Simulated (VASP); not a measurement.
# ScHg (Pm-3m) in VASP: further runs

ScHg is run at these levels: LDA; tasks: single point.

All numbers are computed with VASP 6.6.1; they aren't measurements. Logs are shortened: lines on timing, memory, paths and dates and some standing lists are left out, and cuts for length are marked.

### 1 The cell of the first run

It takes space group Pm-3m (No. 221, cubic). The conventional cell has a = 3.511 Å, b = 3.511 Å, c = 3.511 Å, α = 90.00°, β = 90.00°, γ = 90.00°. Within 4.0 Å of Sc (site symmetry m-3m) lie 8 Hg at 3.04 Å and 6 Sc at 3.51 Å. Within 4.0 Å of Hg (site symmetry m-3m) lie 8 Sc at 3.04 Å and 6 Hg at 3.51 Å.

### 2 Single point, LDA

Contents of INCAR:

```
PREC     = Accurate       # precision mode
ENCUT    = 520            # plane-wave cutoff, eV
EDIFF    = 1E-6           # SCF threshold, eV
ISMEAR   = -1             # smearing method
SIGMA    = 0.1            # smearing width, eV
LREAL    = False          # projectors in reciprocal space
LASPH    = True           # aspherical terms in the spheres
NELM     = 60             # most SCF steps
ALGO     = Normal         # electronic algorithm
ISIF     = 2              # what is computed and relaxed
LWAVE    = False          # write WAVECAR
LCHARG   = False          # write CHGCAR
NBANDS   = 18             # bands
```

Contents of KPOINTS:

```
Automatic mesh
0
Gamma
  7 7 7
```

Contents of POSCAR:

```
ScHg
1.0
    3.5106623729      0.0000000000      0.0000000000
    0.0000000000      3.5106623729      0.0000000000
    0.0000000000      0.0000000000      3.5106623729
Sc Hg
1 1
Direct
    0.5000000000      0.5000000000      0.5000000000
    0.0000000000      0.0000000000      0.0000000000
```

Potentials or basis: VASP PAW LDA potentials, release 64 (Sc_sv, Hg).

Command:

```
> cat potpaw_LDA.64/Sc_sv/POTCAR potpaw_LDA.64/Hg/POTCAR > POTCAR
> mpirun -np 1 vasp_std > vasp.out
```

OUTCAR:

```text
PREC = Accurate
   ENCUT = 520
   EDIFF = 1E-6
   ISMEAR = -1
   LREAL = False
   LASPH = True
   NELM = 60
   ISIF = 2

 ion  position               nearest neighbor table
   1  0.500  0.500  0.500-   2 3.04   2 3.04   2 3.04   2 3.04   2 3.04   2 3.04   2 3.04   2 3.04

   2  0.000  0.000  0.000-   1 3.04   1 3.04   1 3.04   1 3.04   1 3.04   1 3.04   1 3.04   1 3.04

  LATTYP: Found a simple cubic cell.
 ALAT       =     3.5106623729

  Lattice vectors:

 A1 = (   3.5106623729,   0.0000000000,   0.0000000000)
 A2 = (   0.0000000000,   3.5106623729,   0.0000000000)
 A3 = (   0.0000000000,   0.0000000000,   3.5106623729)

Analysis of symmetry for initial positions (statically):
=====================================================================
 Subroutine PRICEL returns:
 Original cell was already a primitive cell.

 Routine SETGRP: Setting up the symmetry group for a
 simple cubic supercell.

 Subroutine GETGRP returns: Found 48 space group operations
 (whereof 48 operations were pure point group operations)
 out of a pool of 48 trial point group operations.

The static configuration has the point symmetry O_h .

Analysis of symmetry for dynamics (positions and initial velocities):
=====================================================================
 Subroutine PRICEL returns:
 Original cell was already a primitive cell.

 Routine SETGRP: Setting up the symmetry group for a
 simple cubic supercell.

 Subroutine GETGRP returns: Found 48 space group operations
 (whereof 48 operations were pure point group operations)
 out of a pool of 48 trial point group operations.

The dynamic configuration has the point symmetry O_h .

 Subroutine INISYM returns: Found 48 space group operations
 (whereof 48 operations are pure point group operations),
 and found     1 'primitive' translations

----------------------------------------------------------------------------------------

                                     Primitive cell

  volume of cell :      43.2680

  direct lattice vectors                    reciprocal lattice vectors
     3.510662373  0.000000000  0.000000000     0.284846531  0.000000000  0.000000000
     0.000000000  3.510662373  0.000000000     0.000000000  0.284846531  0.000000000
     0.000000000  0.000000000  3.510662373     0.000000000  0.000000000  0.284846531

  length of vectors
     3.510662373  3.510662373  3.510662373     0.284846531  0.284846531  0.284846531

  position of ions in fractional coordinates (direct lattice)
     0.500000000  0.500000000  0.500000000
     0.000000000  0.000000000  0.000000000

  ion indices of the primitive-cell ions
   primitive index   ion index
                 1           1
                 2           2

----------------------------------------------------------------------------------------

 KPOINTS: Automatic mesh

Automatic generation of k-mesh.
 Grid dimensions read from file:
 generate k-points for:    7    7    7

 Generating k-lattice:

  Cartesian coordinates                     Fractional coordinates (reciprocal lattice)
     0.040692362  0.000000000  0.000000000     0.142857143  0.000000000  0.000000000
     0.000000000  0.040692362  0.000000000     0.000000000  0.142857143  0.000000000
     0.000000000  0.000000000  0.040692362     0.000000000  0.000000000  0.142857143

  Length of vectors
     0.040692362  0.040692362  0.040692362

  Shift w.r.t. Gamma in fractional coordinates (k-lattice)
     0.000000000  0.000000000  0.000000000

 Subroutine IBZKPT returns following result:
 ===========================================

 Found     20 irreducible k-points:

 Following reciprocal coordinates:
            Coordinates               Weight
  0.000000  0.000000  0.000000      1.000000
  0.142857  0.000000  0.000000      6.000000
  0.285714  0.000000  0.000000      6.000000
  0.428571  0.000000  0.000000      6.000000
  0.142857  0.142857  0.000000     12.000000
  0.285714  0.142857  0.000000     24.000000
[... 12 lines left out ...]
  0.428571  0.428571  0.285714     24.000000
  0.428571  0.428571  0.428571      8.000000
   k-points           NKPTS =     20   k-points in BZ     NKDIM =     20   number of bands    NBANDS=     18
   number of dos      NEDOS =    301   number of ions     NIONS =      2
   total plane-waves  NPLWV =  21952
   dimension x,y,z NGX =    28 NGY =   28 NGZ =   28
   dimension x,y,z NGXF=    56 NGYF=   56 NGZF=   56
   ions per type =               1   1
   NGX,Y,Z   is equivalent  to a cutoff of  13.26, 13.26, 13.26 a.u.
   NGXF,Y,Z  is equivalent  to a cutoff of  26.52, 26.52, 26.52 a.u.
 SYSTEM =  unknown system
   PREC   = accura    normal or accurate (medium, high low for compatibility)
   ISTART =      0    job   : 0-new  1-cont  2-samecut
   ICHARG =      2    charge: 1-file 2-atom 10-const
   ISPIN  =      1    spin polarized calculation?
   LNONCOLLINEAR =      F non collinear calculations
   LSORBIT =      F    spin-orbit coupling
   LASPH  =      T    aspherical Exc in radial PAW
   ENCUT  =  520.0 eV  38.22 Ry    6.18 a.u.   6.53  6.53  6.53*2*pi/ulx,y,z
   NELM   =     60;   NELMIN=  2; NELMDL= -5     # of ELM steps
   EDIFF  = 0.1E-05   stopping-criterion for ELM
   LREAL  =      F    real-space projection
   EDIFFG = 0.1E-04   stopping-criterion for IOM
   NSW    =      0    number of steps for IOM
   IBRION =     -1    ionic relax: 0-MD 1-quasi-New 2-CG
   NFREE  =      0    steps in history (QN), initial steepest desc. (CG)
   ISIF   =      2    stress and relaxation
   ISYM   =      2    0-nonsym 1-usesym 2-fastsym
   POTIM  = 0.5000    time-step for ionic-motion
   TEBEG  =    0.0;   TEEND  =   0.0 temperature during run
   PSTRESS=    0.0 pullay stress
   NELECT =      23.0000    total number of electrons
   NUPDOWN=      -1.0000    fix difference up-down
   EMIN   =  10.00;   EMAX   =-10.00  energy-range for DOS
   EFERMI =   0.00;   METHOD = LEGACY
   ISMEAR =    -1;   SIGMA  =   0.10  broadening in eV -4-tet -1-fermi 0-gaus
   EFERMI_NEDOS =   21; number of points for ismear=-14 and -15
   IALGO  =     38    algorithm
   IMIX   =      4    mixing-type and parameters
     AMIX     =   0.40;   BMIX     =  1.00
     AMIX_MAG =   1.60;   BMIX_MAG =  1.00
  volume/ion in A,a.u.               =      21.63       145.99
  Fermi-wavevector in a.u.,A,eV,Ry     =   1.326157  2.506074 23.928474  1.758693
  Thomas-Fermi vector in A             =   2.455565
   LORBIT       =      0    0 simple, 1 ext, 2 COOP (PROOUT), +10 PAW based schemes
   GGA     = CA    functional components
   LHFCALC =     F    Hartree Fock is set to
   AEXX    =    0.0000 exact exchange contribution
   IVDW    =     0    specifies the selected vdW correction
   LEPSILON=     F    determine dielectric tensor
   LRPA    =     F    only Hartree local field effects (RPA)
 non-spin polarized calculation
  energy-cutoff  :      520.00
  volume of cell :       43.27
 maximum number of plane-waves:      1189
 NGX is ok and might be reduce to    28
   NGX = 13   NGY = 13   NGZ = 13

 number of electron      23.0000007 magnetization

 Free energy of the ion-electron system (eV)
  ---------------------------------------------------
  ext. energy  EPLUGINS =         0.00000000
  ---------------------------------------------------
  free energy    TOTEN  =        -8.83944538 eV

  energy without entropy =       -8.77375803  energy(sigma->0) =       -8.80660171

 E-fermi :   4.1316     XC(G=0): -11.1850

 val. band max:        4.0170360200   @ k =   0.4286   0.2857   0.1429
 cond. band min:       4.1686213062   @ k =   0.4286   0.0000   0.0000
 fundamental gap:      0.1515852862
 Fermi energy:         4.1315774320

 k-point     1 :       0.0000    0.0000    0.0000
  band No.  band energies     occupation
      1     -45.3613      2.00000
      2     -24.2727      2.00000
      3     -24.2727      2.00000
      4     -24.2727      2.00000
      5      -4.2892      2.00000
      6      -3.7500      2.00000
[... 10 lines left out ...]
     17       9.0225      0.00000
     18       9.0225      0.00000

 k-point     2 :       0.1429    0.0000    0.0000
  band No.  band energies     occupation
      1     -45.3596      2.00000
      2     -24.2949      2.00000
      3     -24.2712      2.00000
      4     -24.2712      2.00000
      5      -4.0230      2.00000
      6      -3.7169      2.00000
[... 10 lines left out ...]
     17       9.8561      0.00000
     18       9.8561      0.00000

 k-point     3 :       0.2857    0.0000    0.0000
  band No.  band energies     occupation
      1     -45.3559      2.00000
      2     -24.3445      2.00000
      3     -24.2679      2.00000
      4     -24.2679      2.00000
      5      -3.6566      2.00000
      6      -3.6409      2.00000
[... 10 lines left out ...]
     17      11.5810      0.00000
     18      11.5810      0.00000

 k-point     4 :       0.4286    0.0000    0.0000
  band No.  band energies     occupation
      1     -45.3528      2.00000
      2     -24.3839      2.00000
      3     -24.2654      2.00000
      4     -24.2654      2.00000
      5      -3.5781      2.00000
      6      -3.4924      2.00000
[... 10 lines left out ...]
     17      13.5970      0.00000
     18      13.5976      0.00000

 k-point     5 :       0.1429    0.1429    0.0000
  band No.  band energies     occupation
      1     -45.3580      2.00000
      2     -24.2948      2.00000
      3     -24.2912      2.00000
      4     -24.2696      2.00000
      5      -3.8026      2.00000
      6      -3.5882      2.00000
[... 10 lines left out ...]
     17       8.5202      0.00000
     18      10.4456      0.00000

 k-point     6 :       0.2857    0.1429    0.0000
  band No.  band energies     occupation
      1     -45.3543      2.00000
      2     -24.3418      2.00000
      3     -24.2887      2.00000
      4     -24.2661      2.00000
      5      -3.6323      2.00000
      6      -3.4539      2.00000
[... 10 lines left out ...]
     17       9.8001      0.00000
     18      11.8771      0.00000

 k-point     7 :       0.4286    0.1429    0.0000
  band No.  band energies     occupation
      1     -45.3513      2.00000
      2     -24.3804      2.00000
      3     -24.2854      2.00000
      4     -24.2632      2.00000
      5      -3.5589      2.00000
      6      -3.3446      2.00000
[... 10 lines left out ...]
     17      11.0789      0.00000
     18      13.6774      0.00000

 k-point     8 :       0.2857    0.2857    0.0000
  band No.  band energies     occupation
      1     -45.3507      2.00000
      2     -24.3382      2.00000
      3     -24.3326      2.00000
      4     -24.2618      2.00000
      5      -3.6023      2.00000
      6      -3.4522      2.00000
[... 10 lines left out ...]
     17       8.4659      0.00000
     18      12.6946      0.00000
[... 145 lines left out ...]
     17       8.7131      0.00000
     18      11.4351      0.00000

 k-point    16 :       0.4286    0.4286    0.1429
  band No.  band energies     occupation
      1     -45.3435      2.00000
      2     -24.3647      2.00000
      3     -24.3638      2.00000
      4     -24.2750      2.00000
      5      -3.7174      2.00000
      6      -3.3818      2.00000
[... 10 lines left out ...]
     17       7.8327      0.00000
     18      10.0050      0.00000

 k-point    17 :       0.2857    0.2857    0.2857
  band No.  band energies     occupation
      1     -45.3456      2.00000
      2     -24.3298      2.00000
      3     -24.3273      2.00000
      4     -24.3273      2.00000
      5      -3.4439      2.00000
      6      -3.3261      2.00000
[... 10 lines left out ...]
     17       9.2498      0.00000
     18       9.2498      0.00000

 k-point    18 :       0.4286    0.2857    0.2857
  band No.  band energies     occupation
      1     -45.3428      2.00000
      2     -24.3646      2.00000
      3     -24.3244      2.00000
      4     -24.3239      2.00000
      5      -3.5560      2.00000
      6      -3.4118      2.00000
[... 10 lines left out ...]
     17       8.0463      0.00000
     18      10.6370      0.00000

 k-point    19 :       0.4286    0.4286    0.2857
  band No.  band energies     occupation
      1     -45.3399      2.00000
      2     -24.3604      2.00000
      3     -24.3601      2.00000
      4     -24.3207      2.00000
      5      -3.6217      2.00000
      6      -3.4352      2.00000
[... 10 lines left out ...]
     17       8.0523      0.00000
     18      10.0207      0.00000

 k-point    20 :       0.4286    0.4286    0.4286
  band No.  band energies     occupation
      1     -45.3371      2.00000
      2     -24.3571      2.00000
      3     -24.3571      2.00000
      4     -24.3569      2.00000
      5      -3.5590      2.00000
      6      -3.5204      2.00000
[... 10 lines left out ...]
     17       9.3969      0.00000
     18       9.3969      0.00000

------------------------ aborting loop because EDIFF is reached ----------------------------------------

  FORCE on cell =-STRESS in cart. coord.  units (eV):
  Direction    XX          YY          ZZ          XY          YZ          ZX
  --------------------------------------------------------------------------------------
  -------------------------------------------------------------------------------------
  Total       -1.5257342     -1.5257342     -1.5257342     -0.0000000      0.0000000      0.0000000
  in kB      -56.4965963    -56.4965963    -56.4965963     -0.0000000      0.0000000      0.0000000
  external PRESSURE =     -56.4965963 kB  Pullay stress =       0.0000000 kB

 VOLUME and BASIS-vectors are now :
 -----------------------------------------------------------------------------
  energy-cutoff  :      520.00
  volume of cell :       43.27
      direct lattice vectors                 reciprocal lattice vectors
     3.510662373  0.000000000  0.000000000     0.284846531  0.000000000  0.000000000
     0.000000000  3.510662373  0.000000000     0.000000000  0.284846531  0.000000000
     0.000000000  0.000000000  3.510662373     0.000000000  0.000000000  0.284846531

 POSITION                                       TOTAL-FORCE (eV/Angst)
 -----------------------------------------------------------------------------------
      1.75533      1.75533      1.75533         0.000000      0.000000      0.000000
      0.00000      0.00000      0.00000         0.000000      0.000000      0.000000
 -----------------------------------------------------------------------------------
    total drift:                                0.000000      0.000000      0.000000

  FREE ENERGIE OF THE ION-ELECTRON SYSTEM (eV)
  ---------------------------------------------------
  free  energy   TOTEN  =        -8.8394453766 eV

  energy  without entropy=       -8.7737580341  energy(sigma->0) =       -8.80660171
```

It took 12 s on 1 thread of AMD EPYC 7R13 (Zen 3), shared host; peak memory 0.12 GiB.

What came out:

```
Free energy : -8.8394 eV
Pressure    : -5.6 GPa
```

Caveat: spin-orbit coupling is left out, which moves the levels of the heavy elements.

### 3 Single point, LDA

This run uses another cell than the first one, of 22.20 Å³/atom, 1.026 times its volume.

Contents of INCAR:

```
PREC = Accurate
ENCUT = 520
EDIFF = 1E-6
ISMEAR = -1
SIGMA = 0.1
LREAL = F
LASPH = T
NELM = 60
ALGO = Normal
ISIF = 2
LWAVE = F
LCHARG = F
GGA = CA
NBANDS = 18
```

KPOINTS is that of step 2.

Contents of POSCAR:

```
ScHg
1.0
    3.5407982878      0.0000000000      0.0000000000
    0.0000000000      3.5407982878      0.0000000000
    0.0000000000      0.0000000000      3.5407982878
Sc Hg
1 1
Direct
    0.5000000000      0.5000000000      0.5000000000
    0.0000000000      0.0000000000      0.0000000000
```

Potentials or basis: VASP PAW LDA potentials, release 64 (Sc_sv, Hg).

Command:

```
> cat potpaw_LDA.64/Sc_sv/POTCAR potpaw_LDA.64/Hg/POTCAR > POTCAR
> mpirun -np 1 vasp_std > vasp.out
```

It took 13 s on 1 thread of AMD EPYC 7R13 (Zen 3), shared host; peak memory 0.12 GiB.

It converged, with:

```
Free energy : -8.7948 eV
Pressure    : -7.3 GPa
```

Levels at points of the mesh, in eV from the Fermi level:
| k point | band 9 | band 10 | band 11 | band 12 | band 13 | band 14 |
| --- | --- | --- | --- | --- | --- | --- |
| (0.00, 0.00, 0.00) | -7.04 | -7.04 | 0.31 | 0.31 | 2.31 | 2.31 |

Caveat: spin-orbit coupling is left out, which moves the levels of the heavy elements.

(Part 1 of 2 ends here.)
